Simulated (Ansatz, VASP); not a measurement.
MgO: VASP beside Ansatz

The input INCAR:

```
SYSTEM = MgO
PREC     = Accurate       ! precision mode
ENCUT    = 520            ! plane-wave cutoff, eV
EDIFF    = 1E-6           ! SCF threshold, eV
ISMEAR   = -1             ! smearing method
SIGMA    = 0.05           ! smearing width, eV
LREAL    = .False.        ! projectors in reciprocal space
LASPH    = .True.         ! aspherical terms in the spheres
NELM     = 80             ! most SCF steps
ALGO     = Normal         ! electronic algorithm
ISIF     = 2              ! what is computed and relaxed
LWAVE    = .False.        ! write WAVECAR
LCHARG   = .False.        ! write CHGCAR
GGA      = PE             ! functional
NBANDS   = 16             ! bands
```

File KPOINTS:

```
regular mesh
0
Gamma
  9 9 6
  0 0 0
```

The input POSCAR:

```
MgO
1.0
    3.3077869865      0.0000000000      0.0000000000
   -1.6538934933      2.8646275606      0.0000000000
    0.0000000000      0.0000000000      4.9828816700
Mg O
2 2
Direct
    0.6666666667      0.3333333333      0.5021597400
    0.3333333333      0.6666666667      0.0021597400
    0.6666666667      0.3333333333      0.9024402600
    0.3333333333      0.6666666667      0.4024402600
```

The input input.yaml:

```yaml
crystal:
  lattice:
    - [3.3077869865, 0.0, 0.0]
    - [-1.6538934933, 2.8646275606, 0.0]
    - [0.0, 0.0, 4.98288167]
  atoms:
    - { symbol: Mg, position: [0.6666666667, 0.3333333333, 0.50215974] }
    - { symbol: Mg, position: [0.3333333333, 0.6666666667, 0.00215974] }
    - { symbol: O, position: [0.6666666667, 0.3333333333, 0.90244026] }
    - { symbol: O, position: [0.3333333333, 0.6666666667, 0.40244026] }
kpoints:
  mp_grid: { grid: [9, 9, 6] }
scf:
  occupations: { method: fermi_dirac, width: 0.05 }
hamiltonian:
  xc: pbe
  pseudopotentials: { kind: all_electron, lapw: { basis_error: 0.001 } }
output:
  forces: true
  stress: true
  eigenvalues: true
  populations: true
```

Alike in both runs: task single point; functional PBE; k mesh 9 × 9 × 6; occupations fermi-dirac, width 0.05 eV; no spin polarisation.

```csv
,VASP,Ansatz
version,VASP 6.6.1,Ansatz 0.2.0
potentials or method,"VASP PAW PBE potentials, release 64 (Mg, O), cutoff 520 eV","all-electron LAPW, scalar-relativistic"
```

VASP gave:

```
gap on the k mesh at the Fermi level (eV)                     : 3.46
least direct gap on the mesh (eV)                             : 3.46
pressure (GPa)                                                : 2.9
traceless stress, the component that is largest in VASP (GPa) : 0.15
rms of the force components (eV/Å)                            : 0.005
```

Task: Which values does Ansatz return?

Result: gap on the k mesh at the Fermi level (eV): 3.47; least direct gap on the mesh (eV): 3.47; pressure (GPa): 3.4; traceless stress, the component that is largest in VASP (GPa): 0.11; rms of the force components (eV/Å): 0.004.

Atom by atom the forces differ by 0.001 eV/Å (rms over components). Ansatz ran all-electron here, and VASP with PAW potentials.
